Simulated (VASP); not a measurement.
Here is a VASP 6.6.1 calculation.

The input INCAR:

```
PREC = Accurate
ENCUT = 520
EDIFF = 1E-6
ISMEAR = 0
SIGMA = 0.05
LREAL = False
LASPH = True
NELM = 100
ALGO = Fast
ISIF = 2
LWAVE = False
LCHARG = False
GGA = PS
NBANDS = 14
```

Contents of KPOINTS:

```
Automatic mesh
0
Gamma
  15 15 4
```

Contents of POSCAR:

```
Al
1.0
    2.8270770242      0.0000000000      0.0000000000
   -1.4135385121      2.4483205214      0.0000000000
    0.0000000000      0.0000000000      9.1859930700
Al
4
Direct
    0.6512710000      0.3181030000      0.7537220000
   -0.0068000000     -0.0034860000      0.4941930000
    0.3462790000      0.6774530000      0.2479860000
   -0.0057360000     -0.0001190000     -0.0007300000
```

Potentials or basis: VASP PAW PBE potentials, release 64 (Al).

The run is started by

```console
$ cat potpaw_PBE.64/Al/POTCAR > POTCAR
$ mpirun -np 1 vasp_std > vasp.out
```

**Question.** Estimate the pressure.

**Answer.** 2.0 GPa.

**Question.** Estimate the band gap on the k mesh.

**Answer.** Zero (bands 6 and 7 overlap by 5.57 eV).

**Question.** What does it give for the largest force?

**Answer.** 0.330 eV/Å.

Forces on the atoms (eV/Å):
```
Al   0.013  0.046 -0.327
Al   0.024  0.011  0.309
Al  -0.057 -0.050 -0.018
Al   0.020 -0.006  0.036
```

Caveat: the PAW data sets were made with another functional, which shifts forces and pressure a little.
